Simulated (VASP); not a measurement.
# Al3Ag4: single point with PBE

Al3Ag4:

```
Al Ag
1.0
     2.65104   -4.59573    0.00000
     2.65104    4.59573    0.00000
     0.00000    0.00000    5.25931
Al Ag
3 4
Direct
  0.00000 0.50000 0.00000
  0.50000 0.00000 0.00000
  0.00000 0.00000 0.00000
  0.83327 0.16673 0.50000
  0.16673 0.83327 0.50000
  0.50000 0.50000 0.50000
  0.50000 0.50000 0.00000
```

The cell was generated, and may not be a known phase.

| Quantity | Value |
| --- | --- |
| Program | VASP 6.6.1 |
| Task | single point |
| Functional | PBE |
| Potentials or basis | VASP PAW PBE potentials, release 64 (Al, Ag) |
| Cutoff | 520 eV |
| k mesh | 4 × 4 × 4 |
| Occupations | gaussian, width 0.1 eV |
| Spin | no spin polarisation |

- Pressure: 0.0 GPa
- Band gap on the k mesh: zero (an odd number of electrons rules out a gap without spin polarisation)

Stress tensor (GPa, compression positive):
```
 0.01  0.00  0.00
 0.00 -0.08  0.00
 0.00  0.00 -0.07
```

Levels at points of the mesh, in eV from the Fermi level:
```csv
k point,band 23,band 24,band 25,band 26,band 27,band 28,band 29,band 30
"(0.00, 0.00, 0.00)",-2.54,-2.21,-2.20,-1.25,-0.93,-0.92,-0.13,2.98
"(0.50, 0.00, 0.00)",-3.53,-2.23,-0.97,-0.84,-0.58,0.37,2.05,2.08
"(0.50, 0.50, 0.00)",-3.53,-2.23,-0.98,-0.84,-0.58,0.37,2.06,2.08
"(0.00, 0.00, 0.50)",-3.73,-1.60,-1.60,-0.46,0.01,0.01,1.52,1.52
"(0.50, 0.00, 0.50)",-3.51,-3.40,-3.24,-2.61,-0.37,0.83,2.45,3.73
"(0.50, 0.50, 0.50)",-3.51,-3.41,-3.24,-2.60,-0.36,0.84,2.45,3.73
```

It took 2.3 min on 1 thread of Intel Xeon 8259CL (shared host), peak memory 0.28 GiB.
